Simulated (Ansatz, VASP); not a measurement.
Si2GeC3 in VASP and in Ansatz

Contents of INCAR:

```
SYSTEM = Si2GeC3
PREC     = Accurate       ! precision mode
ENCUT    = 520            ! plane-wave cutoff, eV
EDIFF    = 1E-7           ! SCF threshold, eV
ISMEAR   = 0              ! smearing method
SIGMA    = 0.1            ! smearing width, eV
LREAL    = .False.        ! projectors in reciprocal space
LASPH    = .True.         ! aspherical terms in the spheres
NELM     = 60             ! most SCF steps
ALGO     = Normal         ! electronic algorithm
ISIF     = 2              ! what is computed and relaxed
LWAVE    = .False.        ! write WAVECAR
LCHARG   = .True.         ! write CHGCAR
GGA      = PE             ! functional
LELF     = .True.         ! ELF
LVHAR    = .True.       
NBANDS   = 26             ! bands
```

The input KPOINTS:

```
regular mesh
0
Gamma
  6 6 2
  0 0 0
```

The input POSCAR:

```
Si2GeC3
1.0
    3.3737210300      0.0000000000      0.0000000000
   -1.6868605200      2.9217281200      0.0000000000
    0.0000000000      0.0000000000      8.3441118900
Si Ge C
2 1 3
Direct
    0.3333333300      0.6666666700      0.6790233900
    0.6666666700      0.3333333300      0.3209766100
    0.0000000000      0.0000000000      0.0000000000
    0.3333333300      0.6666666700      0.1429916000
    0.6666666700      0.3333333300      0.8570084000
    0.0000000000      0.0000000000      0.5000000000
```

Input for Ansatz:

```yaml
crystal:
  lattice:
    - [3.37372103, 0.0, 0.0]
    - [-1.68686052, 2.92172812, 0.0]
    - [0.0, 0.0, 8.34411189]
  atoms:
    - { symbol: Si, position: [0.33333333, 0.66666667, 0.67902339] }
    - { symbol: Si, position: [0.66666667, 0.33333333, 0.32097661] }
    - { symbol: Ge, position: [0.0, 0.0, 0.0] }
    - { symbol: C, position: [0.33333333, 0.66666667, 0.1429916] }
    - { symbol: C, position: [0.66666667, 0.33333333, 0.8570084] }
    - { symbol: C, position: [0.0, 0.0, 0.5] }
basis:
  ecutwfc: 420
kpoints:
  mp_grid: { grid: [6, 6, 2] }
hamiltonian:
  xc: pbe
scf:
  occupations: { method: gaussian, width: 0.1 }
  lower_state_search: "off"
output:
  forces: true
  stress: true
  eigenvalues: true
```

Change from the starting cell: species swapped into the K2NaCl3 type (P-3m1, No. 164).

Alike in both runs: task single point; functional PBE; k mesh 6 × 6 × 2; occupations gaussian, width 0.1 eV; no spin polarisation.

|  | VASP | Ansatz |
| --- | --- | --- |
| version | VASP 6.6.1 | Ansatz 0.2.0 |
| potentials or method | VASP PAW PBE potentials, release 64 (Si, Ge_d, C), cutoff 520 eV | scalar-relativistic, plane waves, PAW |
| valence electrons in the cell | 34 | 34 |

Ansatz gave:

```
gap on the k mesh at the Fermi level (eV) : none
rms of the force components (eV/Å)        : 0.557
```

Q: What did VASP give for the same quantities?

A: gap on the k mesh at the Fermi level (eV): none; rms of the force components (eV/Å): 0.558.

Atom by atom the forces differ by 0.001 eV/Å (rms over components). A gap of «none» marks a metal or a gap that the smearing closes. With one functional, cell and mesh, what is left measures potentials, basis and numerics.

The k mesh is coarse, so the values compare programs but aren't converged.
